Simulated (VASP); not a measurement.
Wanted: the native input for a VASP 6.6.1 run.

| Property | Result |
| --- | --- |
| Task | single point |
| Functional | r2SCAN |
| Potentials or basis | VASP PAW PBE potentials, release 64 (Ni, O) |
| Cutoff | 660 eV |
| k mesh | 2 × 2 × 2 |
| Occupations | fermi-dirac, width 0.1 eV |
| Spin | no spin polarisation |
| Dipole correction | no |
| Further INCAR settings | ALGO = Normal; EDIFF = 1e-06; NBANDS = 15 |

Crystal: NiO.

```xyz
2
Lattice="0.0000 2.0850 2.0850 2.0850 0.0000 2.0850 2.0850 2.0850 0.0000" Properties=species:S:1:pos:R:3 pbc="T T T"
Ni    0.0643    0.1029    0.1157
O     2.1493    2.1879    2.2007
```

These files were run (other wordings do the same):

POSCAR

```
NiO
1.0
    0.0000000000      2.0850000000      2.0850000000
    2.0850000000      0.0000000000      2.0850000000
    2.0850000000      2.0850000000      0.0000000000
Ni O
1 1
Direct
    0.0370000000      0.0185000000      0.0123333333
    0.5370000000      0.5185000000      0.5123333333
```

INCAR.step1

```
SYSTEM = NiO
  PREC = Accurate
  ENCUT = 660
  ISMEAR = -1
  SIGMA = 0.1
  LREAL = .FALSE.
  LASPH = .TRUE.
  NELM = 120
  NBANDS = 15
  GGA = PE
  ALGO = Normal
  EDIFF = 1E-5
  LWAVE = .TRUE.
  LCHARG = .FALSE.
  GGA_COMPAT = .FALSE.
```

INCAR.step2

```
SYSTEM = NiO
  PREC = Accurate
  ENCUT = 660
  EDIFF = 1E-6
  ISMEAR = -1
  SIGMA = 0.1
  LREAL = .FALSE.
  LASPH = .TRUE.
  NELM = 120
  ALGO = Normal
  ISIF = 2
  LWAVE = .FALSE.
  LCHARG = .FALSE.
  METAGGA = R2SCAN
  LMIXTAU = .TRUE.
  NBANDS = 15
  ISTART = 1
  GGA_COMPAT = .FALSE.
```

KPOINTS

```
Automatic mesh
0
G
  2 2 2
  0 0 0
```

Potentials or basis: VASP PAW PBE potentials, release 64 (Ni, O).

Command:

```bash
$ cat potpaw_PBE.64/Ni/POTCAR potpaw_PBE.64/O/POTCAR > POTCAR
$ cp INCAR.step1 INCAR
$ mpirun -np 1 vasp_std > vasp.out
$ cp INCAR.step2 INCAR
$ mpirun -np 1 vasp_std > vasp.out
```

It gave:

```
Pressure               : -16.2 GPa
Band gap on the k mesh : zero (band 8 reaches 9.46 eV, above the bottom of band 9 at 6.70 eV)
```

Caveat: the k points lie up to 1.30 Å⁻¹ apart; the PAW data sets were made with another functional, which shifts forces and pressure a little; the run has no spin polarisation, though such a crystal can be magnetic; semilocal functionals often make such compounds metallic where correlation or magnetic order opens a gap, which also shifts bond lengths.

Wall time 25 s on 1 thread of Intel Xeon 8259CL, on a shared host, peak memory 0.16 GiB.
